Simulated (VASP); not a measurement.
Here is a VASP 6.6.1 calculation.

Contents of INCAR:

```
SYSTEM = W
  PREC = Accurate
  ENCUT = 520
  EDIFF = 1E-6
  ISMEAR = 0
  SIGMA = 0.15
  LREAL = .False.
  LASPH = .True.
  NELM = 60
  ALGO = Fast
  ISIF = 2
  LWAVE = .False.
  LCHARG = .False.
  GGA = CA
  NBANDS = 13
```

File KPOINTS:

```
regular mesh
0
Gamma
  22 22 22
  0 0 0
```

The input POSCAR:

```
W
1.0
    0.0000000000      2.3305402124      1.4663759016
    2.3305402124      0.0000000000      1.4663759016
    2.3305402124      2.3305402124      0.0000000000
W
1
Direct
    0.0000000000      0.0000000000      0.0000000000
```

Potentials or basis: VASP PAW LDA potentials, release 64 (W_sv).

Run with:

```console
$ cat potpaw_LDA.64/W_sv/POTCAR > POTCAR
$ mpirun -np 1 vasp_std > vasp.out
```

Q: What does it give for the band gap on the k mesh?

A: Zero (bands 7 and 8 overlap by 6.35 eV).

Q: Estimate the pressure.

A: -6.4 GPa.

Stress tensor (GPa, compression positive):
```
-18.36   0.00   0.00
  0.00 -18.36   0.00
  0.00   0.00  17.59
```

Caveat: the cell stands under tension; spin-orbit coupling is left out, which moves the levels of the heavy elements.
